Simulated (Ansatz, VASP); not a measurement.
**BaTiO3: VASP beside Ansatz**

```
Ba Ti O
1.0
     4.00822    0.00000    0.00000
     0.00000    2.87328    2.88592
     0.00000   -2.87328    2.88592
Ba Ti O
1 1 3
Cartesian
  0.0000 0.0000 0.0466
  2.0041 0.0000 2.9997
  0.0000 0.0000 2.6126
  2.0041 -1.4056 4.2619
  2.0041 1.4056 4.2619
```

Alike in both runs: task single point; functional PBE; k mesh 6 × 6 × 6; occupations gaussian, width 0.05 eV; no spin polarisation; Hubbard terms Ti d U = 4.0 eV.

|  | VASP | Ansatz |
| --- | --- | --- |
| version | VASP 6.6.1 | Ansatz 0.2.0 |
| potentials or method | VASP PAW PBE potentials, release 64 (Ba_sv, Ti_sv, O), cutoff 520 eV | scalar-relativistic, plane waves, PAW |
| valence electrons in the cell | 40 | 40 |

VASP gave:

* gap on the k mesh at the Fermi level (eV): 2.45
* least direct gap on the mesh (eV): 2.94
* pressure (GPa): 3.5
* traceless stress, the component that is largest in VASP (GPa): -1.87
* rms of the force components (eV/Å): 0.466

**Question.** What did Ansatz give for the same quantities?

**Answer.** gap on the k mesh at the Fermi level (eV): 2.47; least direct gap on the mesh (eV): 2.95; pressure (GPa): 0.0; traceless stress, the component that is largest in VASP (GPa): -1.41; rms of the force components (eV/Å): 0.435.

The programs project onto different local orbitals, so the same U acts differently, and such runs can settle in different states. Atom by atom the forces differ by 0.222 eV/Å (rms over components).

Neither program's run includes spin-orbit coupling.
